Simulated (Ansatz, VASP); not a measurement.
# HC8: VASP beside Ansatz

File INCAR:

```
ALGO = Normal ; DIPOL = 0.5 0.5 0.254
EDIFF = 1E-6 ; ENCUT = 520
GGA = PE ; IDIPOL = 3
ISIF = 2 ; ISMEAR = 0
ISPIN = 2 ; IVDW = 12
LASPH = True ; LCHARG = False
LDIPOL = True ; LORBIT = 11
LREAL = False ; LWAVE = False
MAGMOM = 0 0 0 0 0 0 0 0 1 ; NBANDS = 30
NELM = 150 ; PREC = Accurate
SIGMA = 0.1
```

File KPOINTS:

```
k-points
0
Gamma
  6 6 1
```

POSCAR

```
HC8
1.0
    4.9313048824     -0.0000000001      0.0000000000
   -2.4656524412      4.2706353020      0.0000000000
    0.0000000000      0.0000000000     17.0000331944
C H
8 1
Direct
    0.3333333333      0.1666666667      0.2352956108
    0.3333333333      0.6666666667      0.2352956108
    0.8333333333      0.1666666667      0.2352956108
    0.8333333333      0.6666666667      0.2352956108
    0.1666666667      0.3333333333      0.2352936582
    0.1666666667      0.8333333333      0.2352936582
    0.6666666667      0.3333333333      0.2352936582
    0.6666666667      0.8333333333      0.2352936582
    0.5833333333      0.1666666667      0.4017658740
```

Input for Ansatz:

```yaml
crystal:
  lattice:
    - [4.9313048824, -1.0e-10, 0.0]
    - [-2.4656524412, 4.270635302, 0.0]
    - [0.0, 0.0, 17.0000331944]
  atoms:
    - { symbol: C, position: [0.3333333333, 0.1666666667, 0.2352956108] }
    - { symbol: C, position: [0.3333333333, 0.6666666667, 0.2352956108] }
    - { symbol: C, position: [0.8333333333, 0.1666666667, 0.2352956108] }
    - { symbol: C, position: [0.8333333333, 0.6666666667, 0.2352956108] }
    - { symbol: C, position: [0.1666666667, 0.3333333333, 0.2352936582] }
    - { symbol: C, position: [0.1666666667, 0.8333333333, 0.2352936582] }
    - { symbol: C, position: [0.6666666667, 0.3333333333, 0.2352936582] }
    - { symbol: C, position: [0.6666666667, 0.8333333333, 0.2352936582] }
    - { symbol: H, position: [0.5833333333, 0.1666666667, 0.401765874], spin: 1.0 }
basis:
  ecutwfc: 420
kpoints:
  mp_grid: { grid: [6, 6, 1] }
hamiltonian:
  xc: pbe
  pseudopotentials: { kind: paw, azcp: { folder: soft_1 } }
  dispersion: d3bj
scf:
  occupations: { method: gaussian, width: 0.1 }
output:
  forces: true
  eigenvalues: true
  populations: true
magnetization:
  spin_polarized: true
efield:
  axis: 3
  dipole_correction: true
  ramp_width: 0.04
```

Alike in both runs: task single point; functional PBE; dispersion D3(BJ); k mesh 6 × 6 × 1; occupations gaussian, width 0.1 eV; collinear spin.

|  | VASP | Ansatz |
| --- | --- | --- |
| version | VASP 6.6.1 | Ansatz 0.2.0 |
| potentials or method | VASP PAW PBE potentials, release 64 (C, H), cutoff 520 eV | scalar-relativistic, plane waves, PAW |
| valence electrons in the cell | 33 | 33 |

VASP gave:

| Item | Value |
| --- | --- |
| gap on the k mesh at the Fermi level (eV) | 0.01 |
| least direct gap on the mesh (eV) | 0.01 |
| rms of the force components (eV/Å) | 0.009 |
| net moment per atom (μB) | 0.11 |
| size of the moment on the site where the two differ most (μB) | 0.38 |

Which values does Ansatz return?

gap on the k mesh at the Fermi level (eV): 0.01; least direct gap on the mesh (eV): 0.01; rms of the force components (eV/Å): 0.009; net moment per atom (μB): 0.11; size of the moment on the site where the two differ most (μB): 0.86.

Site moments also hang on the region over which each program counts them. Atom by atom the forces differ by 0.000 eV/Å (rms over components). Ansatz's warnings: stability check not made.
